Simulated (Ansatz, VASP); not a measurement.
Si2W: VASP beside Ansatz

File INCAR:

```
PREC     = Accurate       # precision mode
ENCUT    = 520            # plane-wave cutoff, eV
EDIFF    = 1E-8           # SCF threshold, eV
ISMEAR   = -1             # smearing method
SIGMA    = 0.05           # smearing width, eV
LREAL    = False          # projectors in reciprocal space
LASPH    = True           # aspherical terms in the spheres
NELM     = 60             # most SCF steps
ALGO     = Normal         # electronic algorithm
ISIF     = 2              # what is computed and relaxed
LWAVE    = False          # write WAVECAR
LCHARG   = False          # write CHGCAR
GGA      = PE             # functional
LEFG     = True         
NBANDS   = 18             # bands
```

File KPOINTS:

```
Automatic mesh
0
Gamma
  11 11 14
```

File POSCAR:

```
Si2W
1.0
   -1.5782700000      1.6176700000      3.9400000000
    1.6176700000     -1.5782700000      3.9400000000
    1.5943300000      1.5943300000     -3.9239400000
Si W
2 1
Direct
    0.3330000000      0.3330000000      0.0000000000
    0.6670000000      0.6670000000      0.0000000000
    0.0000000000      0.0000000000      0.0000000000
```

Input for Ansatz:

```yaml
crystal:
  lattice:
    - [-1.57827, 1.61767, 3.94]
    - [1.61767, -1.57827, 3.94]
    - [1.59433, 1.59433, -3.92394]
  atoms:
    - { symbol: Si, position: [0.333, 0.333, 0.0] }
    - { symbol: Si, position: [0.667, 0.667, 0.0] }
    - { symbol: W, position: [0.0, 0.0, 0.0] }
kpoints:
  mp_grid: { grid: [11, 11, 14] }
scf:
  occupations: { method: fermi_dirac, width: 0.05 }
hamiltonian:
  xc: pbe
  pseudopotentials: { kind: paw }
output:
  forces: true
  stress: true
  eigenvalues: true
  efg: { contact_densities: true }
```

Change from the starting cell: equal xy, yz and zx shear strains of +1 %, PAW files.

Alike in both runs: task electric field gradients; functional PBE; k mesh 11 × 11 × 14; occupations fermi-dirac, width 0.05 eV; no spin polarisation.

|  | VASP | Ansatz |
| --- | --- | --- |
| version | VASP 6.6.1 | Ansatz 0.2.0 |
| potentials or method | VASP PAW PBE potentials, release 64 (Si, W_sv) | PAW with Ansatz's default frozen-core files, scalar-relativistic |
| plane-wave cutoff (eV) | 520 | 420 |
| valence electrons in the cell | 22 | 22 |

|  | VASP | Ansatz | Ansatz less VASP |
| --- | --- | --- | --- |
| pressure (GPa) | 1.8 | 1.8 | -0.09 |
| traceless stress, the component that is largest in VASP (GPa) | -2.01 | -2.01 | 0.000 |
| rms of the force components (eV/Å) | 0.100 | 0.101 | +0.0016 |
| size of Vzz on the site where it differs most (V/Å²) | 126.8 | 149.7 | +22.90 |

Atom by atom the forces differ by 0.002 eV/Å (rms over components). With one functional, cell and mesh, what is left measures potentials, basis and numerics.

Neither program's run includes spin-orbit coupling.
